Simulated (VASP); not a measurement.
Wanted: the native input for a VASP 6.6.1 run.

- Task: single point
- Functional: PBE
- Potentials or basis: VASP PAW PBE potentials, release 64 (Ge_d, Sb, Te)
- Cutoff: 520 eV
- k mesh: 12 × 12 × 2
- Occupations: gaussian, width 0.03 eV
- Spin: no spin polarisation
- Dipole correction: no
- Further INCAR settings: ALGO = Fast; EDIFF = 1e-06; NBANDS = 44

The structure of Ge2Sb2Te5 lies in POSCAR:

```
Ge2Sb2Te5
1.0
    4.1655401336      0.0000000000      0.0000000000
   -2.0827700668      3.6074635762      0.0000000000
    0.0000000000      0.0000000000     19.9650173062
Ge Sb Te
2 2 5
Direct
    0.0000000000      0.0000000000      0.3313200918
    0.0000000000      0.0000000000      0.6686799082
    0.3333333333      0.6666666667      0.1120971408
    0.6666666667      0.3333333333      0.8879028592
    0.0000000000      0.0000000000      0.0000000000
    0.3333333333      0.6666666667      0.7914345914
    0.6666666667      0.3333333333      0.2085654086
    0.3333333333      0.6666666667      0.4096023866
    0.6666666667      0.3333333333      0.5903976134
```

The input as run:

INCAR

```
PREC = Accurate
ENCUT = 520
EDIFF = 1E-6
ISMEAR = 0
SIGMA = 0.03
LREAL = False
LASPH = True
NELM = 80
ALGO = Fast
ISIF = 2
LWAVE = False
LCHARG = False
GGA = PE
NBANDS = 44
```

KPOINTS

```
regular mesh
0
Gamma
  12 12 2
```

Potentials or basis: VASP PAW PBE potentials, release 64 (Ge_d, Sb, Te).

Launch:

```console
$ cat potpaw_PBE.64/Ge_d/POTCAR potpaw_PBE.64/Sb/POTCAR potpaw_PBE.64/Te/POTCAR > POTCAR
$ mpirun -np 1 vasp_std > vasp.out
```

It gave:

```
Pressure               : -2.0 GPa
Largest force          : 0.660 eV/Å
Band gap on the k mesh : zero (bands 34 and 35 overlap by 0.30 eV)
```

Caveat: spin-orbit coupling is left out, which moves the levels of the heavy elements; this functional lacks dispersion, which binds layers or chains, so the pressure and a relaxed spacing across them are unreliable.

Wall time 20 min on 1 thread of Oxide Virtual Turin-like Processor, on a shared host, peak memory 0.64 GiB.
